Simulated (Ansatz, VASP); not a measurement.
## Br: VASP beside Ansatz

```
Br
1.0
     3.36325   -2.32255    0.00000
     3.36325    2.32255    0.00000
     0.00000    0.00000    8.70230
Br
4
Direct
  0.36510 0.63490 0.39010
  0.13490 0.86510 0.89010
  0.63490 0.36510 0.60990
  0.86510 0.13490 0.10990
```

Alike in both runs: functional HF; k mesh 4 × 4 × 2; occupations fermi-dirac, width 0.05 eV; no spin polarisation.

```csv
,VASP,Ansatz
version,VASP 6.6.1,Ansatz 0.2.0
potentials or method,"VASP PAW PBE potentials, release 64 (Br)",Ansatz PAW
plane-wave cutoff (eV),520,420
valence electrons in the cell,28,28
task,single point,band structure
```

|  | VASP | Ansatz | Ansatz less VASP |
| --- | --- | --- | --- |
| gap on the k mesh at the Fermi level (eV) | 10.34 | 10.30 | -0.033 |
| least direct gap on the mesh (eV) | 10.59 | 10.56 | -0.028 |
| pressure (GPa) | 2.0 | 2.5 | +0.53 |
| traceless stress, the component that is largest in VASP (GPa) | -0.70 | -0.40 | +0.299 |
| rms of the force components (eV/Å) | 0.388 | 0.331 | -0.0568 |

VASP's potentials were made for PBE, not for HF. Atom by atom the forces differ by 0.058 eV/Å (rms over components).

Noted on Ansatz's run: the k mesh misses the band edges, so the gap on the mesh is wider than the one along the path.
